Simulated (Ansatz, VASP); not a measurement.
## One calculation of Ge, two programs

```xyz
8
Lattice="-3.4697 3.4697 3.5217 3.4697 -3.4697 3.5217 3.4697 3.4697 -3.5217" Properties=species:S:1:pos:R:3 pbc="T T T"
Ge    1.0265    4.4961   -1.0419
Ge   -1.0265    1.0265    4.5636
Ge    4.4961   -1.0265    1.0419
Ge    2.4432    2.4432    2.4799
Ge   -1.0265    2.4432    1.0419
Ge    1.0265   -1.0265    2.4799
Ge    2.4432    1.0265   -1.0419
Ge    1.0265    1.0265    1.0419
```

Change from the starting cell: strain +0.000 along x and y, +0.015 along z, atoms carried along.

Alike in both runs: task single point; functional PBEsol; k mesh 8 × 8 × 8; occupations gaussian, width 0.15 eV; no spin polarisation.

|  | VASP | Ansatz |
| --- | --- | --- |
| version | VASP 6.6.1 | Ansatz 0.2.0 |
| potentials or method | VASP PAW PBE potentials, release 64 (Ge_d), cutoff 520 eV | scalar-relativistic, plane waves, PAW |
| valence electrons in the cell | 112 | 112 |

```tsv
	VASP	Ansatz	Ansatz less VASP
gap on the k mesh at the Fermi level (eV)	none	none	-
pressure (GPa)	-1.1	-1.0	+0.10
traceless stress, the component that is largest in VASP (GPa)	-1.04	-1.04	+0.001
rms of the force components (eV/Å)	0.049	0.049	-0.0003
```

VASP's potentials were made for PBE, not for PBEsol. Atom by atom the forces differ by 0.001 eV/Å (rms over components). A gap of «none» marks a metal or a gap that the smearing closes.
